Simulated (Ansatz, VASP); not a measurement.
# Two plane-wave programs on F

INCAR

```
PREC = Accurate ; ENCUT = 520
EDIFF = 1E-6 ; ISMEAR = 0
SIGMA = 0.05 ; LREAL = False
LASPH = True ; NELM = 100
ALGO = Normal ; ISIF = 2
LWAVE = False ; LCHARG = False
GGA = PS ; NBANDS = 22
```

KPOINTS

```
regular mesh
0
Gamma
  4 4 2
```

File POSCAR:

```
F
1.0
    2.9032242918     -1.7508735591     -0.2239217031
    2.9032242918      1.7508735591     -0.2239217031
   -2.1583718906      0.0000000000      7.0015654963
F
4
Direct
    0.0848459664      0.0848459664      0.0940038325
    0.9151540336      0.9151540336      0.9059961675
    0.5015719855      0.5015719855      0.5937195244
    0.4984280145      0.4984280145      0.4062804756
```

Input for Ansatz:

```yaml
crystal:
  lattice:
    - [2.9032242918, -1.7508735591, -0.2239217031]
    - [2.9032242918, 1.7508735591, -0.2239217031]
    - [-2.1583718906, 0.0, 7.0015654963]
  atoms:
    - { symbol: F, position: [0.0848459664, 0.0848459664, 0.0940038325] }
    - { symbol: F, position: [0.9151540336, 0.9151540336, 0.9059961675] }
    - { symbol: F, position: [0.5015719855, 0.5015719855, 0.5937195244] }
    - { symbol: F, position: [0.4984280145, 0.4984280145, 0.4062804756] }
basis:
  ecutwfc: 520.0
kpoints:
  mp_grid: { grid: [4, 4, 2] }
hamiltonian:
  xc: pbesol
scf:
  occupations: { method: gaussian, width: 0.05 }
output:
  forces: true
  stress: true
  eigenvalues: true
```

Change from the starting cell: volume 17.372 Å^3 an atom, stretch along a over the lengths across it, relative to the relaxed cell 0.9530.

Alike in both runs: task single point; functional PBEsol; k mesh 4 × 4 × 2; occupations gaussian, width 0.05 eV; no spin polarisation.

|  | VASP | Ansatz |
| --- | --- | --- |
| version | VASP 6.6.1 | Ansatz 0.2.0 |
| potentials or method | VASP PAW PBE potentials, release 64 (F), cutoff 520 eV | scalar-relativistic, plane waves, PAW |
| valence electrons in the cell | 28 | 28 |

Ansatz gave:

- gap on the k mesh at the Fermi level (eV): 3.42
- least direct gap on the mesh (eV): 3.52
- pressure (GPa): 3.1
- traceless stress, the component that is largest in VASP (GPa): 4.72
- rms of the force components (eV/Å): 0.785

Task: Estimate VASP's values.

Result: gap on the k mesh at the Fermi level (eV): 3.33; least direct gap on the mesh (eV): 3.43; pressure (GPa): 3.6; traceless stress, the component that is largest in VASP (GPa): 6.49; rms of the force components (eV/Å): 1.080.

VASP's potentials were made for PBE, not for PBEsol. Atom by atom the forces differ by 0.295 eV/Å (rms over components).

The k mesh is coarse, so the values compare programs but aren't converged.
